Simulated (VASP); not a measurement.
# Sn3As2 (R-3c) in VASP: further runs

The runs below take Sn3As2 through single point, with PBE.

Everything below comes from runs of VASP 6.6.1. Logs are shortened: lines on timing, memory, paths and dates and some standing lists are left out, and cuts for length are marked.

## (1) The cell of the first run

Symmetry: R-3c, No. 167, trigonal system. Conventional cell: a = 6.745 Å, b = 6.745 Å, c = 18.414 Å, α = 90.00°, β = 90.00°, γ = 120.00°. Sn (site symmetry 2) has 4 As at 2.63 to 2.79 Å and 8 Sn at 3.58 to 3.86 Å within 3.9 Å. Within 3.5 Å of As (site symmetry 3) lie 6 Sn at 2.63 to 2.79 Å.

## (2) Single point, PBE

Contents of INCAR:

```
PREC = Accurate ; ENCUT = 520
EDIFF = 1E-6 ; ISMEAR = 0
SIGMA = 0.1 ; LREAL = F
LASPH = T ; NELM = 80
ALGO = Fast ; ISIF = 2
LWAVE = F ; LCHARG = F
GGA = PE ; NBANDS = 63
```

Contents of KPOINTS:

```
Automatic mesh
0
Gamma
  3 3 3
```

Contents of POSCAR:

```
Sn3As2
1.0
    3.3722959056      1.9469959489      6.1380849679
   -3.3722959056      1.9469959489      6.1380849679
    0.0000000000     -3.8939918978      6.1380849679
Sn As
6 4
Direct
    0.0562500000      0.4437500000      0.7500000000
    0.7500000000      0.0562500000      0.4437500000
    0.4437500000      0.7500000000      0.0562500000
    0.9437500000      0.5562500000      0.2500000000
    0.2500000000      0.9437500000      0.5562500000
    0.5562500000      0.2500000000      0.9437500000
    0.8521800000      0.8521800000      0.8521800000
    0.6478200000      0.6478200000      0.6478200000
    0.1478200000      0.1478200000      0.1478200000
    0.3521800000      0.3521800000      0.3521800000
```

Potentials or basis: VASP PAW PBE potentials, release 64 (Sn_d, As).

On the command line:

```sh
$ cat potpaw_PBE.64/Sn_d/POTCAR potpaw_PBE.64/As/POTCAR > POTCAR
$ mpirun -np 1 vasp_std > vasp.out
```

OUTCAR:

```text
PREC = Accurate
   ENCUT = 520
   EDIFF = 1E-6
   ISMEAR = 0
   LREAL = F
   LASPH = T
   NELM = 80
   ISIF = 2
   GGA = PE

 ion  position               nearest neighbor table
   1  0.056  0.444  0.750-   9 2.63  10 2.63   7 2.79   8 2.79   2 3.58   3 3.58   4 3.71   4 3.71

   2  0.750  0.056  0.444-  10 2.63   9 2.63   8 2.79   7 2.79   1 3.58   3 3.58   5 3.71   5 3.71

   3  0.444  0.750  0.056-   9 2.63  10 2.63   7 2.79   8 2.79   1 3.58   2 3.58   6 3.71   6 3.71

   4  0.944  0.556  0.250-   7 2.63   8 2.63   9 2.79  10 2.79   6 3.58   5 3.58   1 3.71   1 3.71

   5  0.250  0.944  0.556-   8 2.63   7 2.63  10 2.79   9 2.79   4 3.58   6 3.58   2 3.71   2 3.71

   6  0.556  0.250  0.944-   7 2.63   8 2.63   9 2.79  10 2.79   4 3.58   5 3.58   3 3.71   3 3.71

   7  0.852  0.852  0.852-   6 2.63   4 2.63   5 2.63   1 2.79   3 2.79   2 2.79
   8  0.648  0.648  0.648-   5 2.63   4 2.63   6 2.63   1 2.79   2 2.79   3 2.79
   9  0.148  0.148  0.148-   3 2.63   1 2.63   2 2.63   4 2.79   6 2.79   5 2.79
  10  0.352  0.352  0.352-   2 2.63   1 2.63   3 2.63   4 2.79   5 2.79   6 2.79

  LATTYP: Found a trigonal (rhomboedric) cell.
 ALAT       =     7.2690618358
 COS(alpha) =     0.5695481095

  Lattice vectors:

 A1 = (   3.3722959056,   1.9469959489,   6.1380849679)
 A2 = (  -3.3722959056,   1.9469959489,   6.1380849679)
 A3 = (   0.0000000000,  -3.8939918978,   6.1380849679)

Analysis of symmetry for initial positions (statically):
=====================================================================
 Subroutine PRICEL returns:
 Original cell was already a primitive cell.

 Routine SETGRP: Setting up the symmetry group for a
 trigonal (rhombohedral) supercell.

 Subroutine GETGRP returns: Found 12 space group operations
 (whereof  6 operations were pure point group operations)
 out of a pool of 12 trial point group operations.

The static configuration has the point symmetry S_6 .
 The point group associated with its full space group is D_3d.

Analysis of symmetry for dynamics (positions and initial velocities):
=====================================================================
 Subroutine PRICEL returns:
 Original cell was already a primitive cell.

 Routine SETGRP: Setting up the symmetry group for a
 trigonal (rhombohedral) supercell.

 Subroutine GETGRP returns: Found 12 space group operations
 (whereof  6 operations were pure point group operations)
 out of a pool of 12 trial point group operations.

The dynamic configuration has the point symmetry S_6 .
 The point group associated with its full space group is D_3d.

 Subroutine INISYM returns: Found 12 space group operations
 (whereof  6 operations are pure point group operations),
 and found     1 'primitive' translations

----------------------------------------------------------------------------------------

                                     Primitive cell

  volume of cell :     241.8103

  direct lattice vectors                    reciprocal lattice vectors
     3.372295906  1.946995949  6.138084968     0.148266942  0.085601959  0.054305754
    -3.372295906  1.946995949  6.138084968    -0.148266942  0.085601959  0.054305754
     0.000000000 -3.893991898  6.138084968     0.000000000 -0.171203917  0.054305754

  length of vectors
     7.269061836  7.269061836  7.269061836     0.179610401  0.179610401  0.179610401

  position of ions in fractional coordinates (direct lattice)
     0.056250000  0.443750000  0.750000000
     0.750000000  0.056250000  0.443750000
     0.443750000  0.750000000  0.056250000
     0.943750000  0.556250000  0.250000000
     0.250000000  0.943750000  0.556250000
     0.556250000  0.250000000  0.943750000
     0.852180000  0.852180000  0.852180000
     0.647820000  0.647820000  0.647820000
     0.147820000  0.147820000  0.147820000
     0.352180000  0.352180000  0.352180000

  ion indices of the primitive-cell ions
   primitive index   ion index
                 1           1
                 2           2
                 3           3
                 4           4
                 5           5
                 6           6
                 7           7
                 8           8
                 9           9
                10          10

----------------------------------------------------------------------------------------

 KPOINTS: Automatic mesh

Automatic generation of k-mesh.
 Grid dimensions read from file:
 generate k-points for:    3    3    3

 Generating k-lattice:

  Cartesian coordinates                     Fractional coordinates (reciprocal lattice)
     0.049422314  0.028533986  0.018101918     0.333333333 -0.000000000  0.000000000
    -0.049422314  0.028533986  0.018101918    -0.000000000  0.333333333  0.000000000
     0.000000000 -0.057067972  0.018101918     0.000000000  0.000000000  0.333333333

  Length of vectors
     0.059870134  0.059870134  0.059870134

  Shift w.r.t. Gamma in fractional coordinates (k-lattice)
     0.000000000  0.000000000  0.000000000

 Subroutine IBZKPT returns following result:
 ===========================================

 Found      6 irreducible k-points:

 Following reciprocal coordinates:
            Coordinates               Weight
  0.000000  0.000000  0.000000      1.000000
  0.333333  0.000000  0.000000      6.000000
  0.333333  0.333333  0.000000      6.000000
 -0.333333  0.333333  0.000000      6.000000
  0.333333  0.333333  0.333333      2.000000
 -0.333333  0.333333  0.333333      6.000000
   k-points           NKPTS =      6   k-points in BZ     NKDIM =      6   number of bands    NBANDS=     63
   number of dos      NEDOS =    301   number of ions     NIONS =     10
   total plane-waves  NPLWV = 157464
   dimension x,y,z NGX =    54 NGY =   54 NGZ =   54
   dimension x,y,z NGXF=   108 NGYF=  108 NGZF=  108
   ions per type =               6   4
   NGX,Y,Z   is equivalent  to a cutoff of  12.35, 12.35, 12.35 a.u.
   NGXF,Y,Z  is equivalent  to a cutoff of  24.70, 24.70, 24.70 a.u.
 SYSTEM =  unknown system
   PREC   = accura    normal or accurate (medium, high low for compatibility)
   ISTART =      0    job   : 0-new  1-cont  2-samecut
   ICHARG =      2    charge: 1-file 2-atom 10-const
   ISPIN  =      1    spin polarized calculation?
   LNONCOLLINEAR =      F non collinear calculations
   LSORBIT =      F    spin-orbit coupling
   LASPH  =      T    aspherical Exc in radial PAW
   ENCUT  =  520.0 eV  38.22 Ry    6.18 a.u.  13.52 13.52 13.52*2*pi/ulx,y,z
   NELM   =     80;   NELMIN=  2; NELMDL= -5     # of ELM steps
   EDIFF  = 0.1E-05   stopping-criterion for ELM
   LREAL  =      F    real-space projection
   EDIFFG = 0.1E-04   stopping-criterion for IOM
   NSW    =      0    number of steps for IOM
   IBRION =     -1    ionic relax: 0-MD 1-quasi-New 2-CG
   NFREE  =      0    steps in history (QN), initial steepest desc. (CG)
   ISIF   =      2    stress and relaxation
   ISYM   =      2    0-nonsym 1-usesym 2-fastsym
   POTIM  = 0.5000    time-step for ionic-motion
   TEBEG  =    0.0;   TEEND  =   0.0 temperature during run
   PSTRESS=    0.0 pullay stress
   NELECT =     104.0000    total number of electrons
   NUPDOWN=      -1.0000    fix difference up-down
   EMIN   =  10.00;   EMAX   =-10.00  energy-range for DOS
   EFERMI =   0.00;   METHOD = LEGACY
   ISMEAR =     0;   SIGMA  =   0.10  broadening in eV -4-tet -1-fermi 0-gaus
   EFERMI_NEDOS =   21; number of points for ismear=-14 and -15
   IALGO  =     68    algorithm
   IMIX   =      4    mixing-type and parameters
     AMIX     =   0.40;   BMIX     =  1.00
     AMIX_MAG =   1.60;   BMIX_MAG =  1.00
  volume/ion in A,a.u.               =      24.18       163.18
  Fermi-wavevector in a.u.,A,eV,Ry     =   1.235742  2.335213 20.776875  1.527057
  Thomas-Fermi vector in A             =   2.370379
   LORBIT       =      0    0 simple, 1 ext, 2 COOP (PROOUT), +10 PAW based schemes
   GGA     = PE    functional components
   LHFCALC =     F    Hartree Fock is set to
   AEXX    =    0.0000 exact exchange contribution
   IVDW    =     0    specifies the selected vdW correction
   LEPSILON=     F    determine dielectric tensor
   LRPA    =     F    only Hartree local field effects (RPA)
 non-spin polarized calculation
 RMM-DIIS sequential band-by-band and
 Gauss-broadening in eV      SIGMA  =   0.10
  energy-cutoff  :      520.00
  volume of cell :      241.81
 maximum number of plane-waves:      6575
 NGX is ok and might be reduce to    54
   NGX = 27   NGY = 27   NGZ = 27

 number of electron     104.0000018 magnetization

 Free energy of the ion-electron system (eV)
  ---------------------------------------------------
  ext. energy  EPLUGINS =         0.00000000
  ---------------------------------------------------
  free energy    TOTEN  =       -38.09078830 eV

  energy without entropy =      -38.04538700  energy(sigma->0) =      -38.06808765

 E-fermi :   7.6467     XC(G=0): -10.2080

 val. band max:        7.6235361867   @ k =  -0.3333   0.3333   0.0000
 cond. band min:       7.6738572824   @ k =  -0.3333   0.3333   0.0000
 fundamental gap:      0.0503210957
 Fermi energy:         7.6467273947

 k-point     1 :       0.0000    0.0000    0.0000
  band No.  band energies     occupation
      1     -14.2255      2.00000
      2     -14.1679      2.00000
      3     -14.1679      2.00000
      4     -14.1621      2.00000
      5     -14.1621      2.00000
      6     -14.1544      2.00000
[... 55 lines left out ...]
     62      11.0039      0.00000
     63      11.2637      0.00000

 k-point     2 :       0.3333    0.0000    0.0000
  band No.  band energies     occupation
      1     -14.2143      2.00000
      2     -14.1829      2.00000
      3     -14.1757      2.00000
      4     -14.1736      2.00000
      5     -14.1587      2.00000
      6     -14.1586      2.00000
[... 55 lines left out ...]
     62      11.3750      0.00000
     63      11.5941      0.00000

 k-point     3 :       0.3333    0.3333    0.0000
  band No.  band energies     occupation
      1     -14.2147      2.00000
      2     -14.1835      2.00000
      3     -14.1782      2.00000
      4     -14.1770      2.00000
      5     -14.1647      2.00000
      6     -14.1553      2.00000
[... 55 lines left out ...]
     62      11.3661      0.00000
     63      11.4064      0.00000

 k-point     4 :      -0.3333    0.3333    0.0000
  band No.  band energies     occupation
      1     -14.1993      2.00000
      2     -14.1963      2.00000
      3     -14.1859      2.00000
      4     -14.1812      2.00000
      5     -14.1620      2.00000
      6     -14.1582      2.00000
[... 55 lines left out ...]
     62      10.7340      0.00000
     63      11.4757      0.00000

 k-point     5 :       0.3333    0.3333    0.3333
  band No.  band energies     occupation
      1     -14.2202      2.00000
      2     -14.1888      2.00000
      3     -14.1688      2.00000
      4     -14.1688      2.00000
      5     -14.1629      2.00000
      6     -14.1629      2.00000
[... 55 lines left out ...]
     62      11.8835      0.00000
     63      12.1022      0.00000

 k-point     6 :      -0.3333    0.3333    0.3333
  band No.  band energies     occupation
      1     -14.2044      2.00000
      2     -14.2016      2.00000
      3     -14.1801      2.00000
      4     -14.1692      2.00000
      5     -14.1662      2.00000
      6     -14.1612      2.00000
[... 55 lines left out ...]
     62      10.9586      0.00000
     63      11.5681      0.00000

------------------------ aborting loop because EDIFF is reached ----------------------------------------

  FORCE on cell =-STRESS in cart. coord.  units (eV):
  Direction    XX          YY          ZZ          XY          YZ          ZX
  --------------------------------------------------------------------------------------
  -------------------------------------------------------------------------------------
  Total       22.2449173     22.2449173     19.0630134      0.0000000     -0.0000000     -0.0000000
  in kB      147.3894872    147.3894873    126.3069554      0.0000000     -0.0000000     -0.0000000
  external PRESSURE =     140.3619766 kB  Pullay stress =       0.0000000 kB

 VOLUME and BASIS-vectors are now :
 -----------------------------------------------------------------------------
  energy-cutoff  :      520.00
  volume of cell :      241.81
      direct lattice vectors                 reciprocal lattice vectors
     3.372295906  1.946995949  6.138084968     0.148266942  0.085601959  0.054305754
    -3.372295906  1.946995949  6.138084968    -0.148266942  0.085601959  0.054305754
     0.000000000 -3.893991898  6.138084968     0.000000000 -0.171203917  0.054305754

 POSITION                                       TOTAL-FORCE (eV/Angst)
 -----------------------------------------------------------------------------------
     -1.30676     -1.94700      7.67261        -0.216301      0.000000     -0.000000
      2.33953     -0.15819      7.67261         0.108151     -0.187322     -0.000000
     -1.03277      2.10519      7.67261         0.108151      0.187322     -0.000000
      1.30676      1.94700     10.74165         0.216301     -0.000000     -0.000000
     -2.33953      0.15819     10.74165        -0.108151      0.187322     -0.000000
      1.03277     -2.10519     10.74165        -0.108151     -0.187322     -0.000000
      0.00000      0.00000     15.69226         0.000000      0.000000     -0.121685
      0.00000      0.00000     11.92912         0.000000     -0.000000      0.121685
      0.00000      0.00000      2.72200         0.000000      0.000000      0.121685
      0.00000      0.00000      6.48513         0.000000     -0.000000     -0.121685
 -----------------------------------------------------------------------------------
    total drift:                               -0.000000     -0.000000      0.000000

  FREE ENERGIE OF THE ION-ELECTRON SYSTEM (eV)
  ---------------------------------------------------
  free  energy   TOTEN  =       -38.0907882995 eV

  energy  without entropy=      -38.0453870010  energy(sigma->0) =      -38.06808765
```

Wall time 3.2 min (1 thread of Intel Xeon Platinum 8375C at 2.90GHz (Ice Lake), shared host); peak memory 0.41 GiB.

What came out:

```yaml
Free_energy: -38.0908 eV
Pressure: 14.0 GPa
Largest_force: 0.216 eV/Å
Band_gap_on_the_k_mesh: zero (bands 52 and 53 overlap by 1.37 eV)
```

Forces in eV/Å, atoms in the order of the input:
```
Sn  -0.216  0.000  0.000
Sn   0.108 -0.187  0.000
Sn   0.108  0.187  0.000
Sn   0.216  0.000  0.000
Sn  -0.108  0.187  0.000
Sn  -0.108 -0.187  0.000
As   0.000  0.000 -0.122
As   0.000  0.000  0.122
As   0.000  0.000  0.122
As   0.000  0.000 -0.122
```

Caveat: the k points lie up to 0.38 Å⁻¹ apart, too coarse for converged energies and pressures of a metal; spin-orbit coupling is left out, which moves the levels of the heavy elements.

(Continued in part 2 of 2.)

The gap in the log of VASP goes by the Fermi energy; the results here count the filled bands.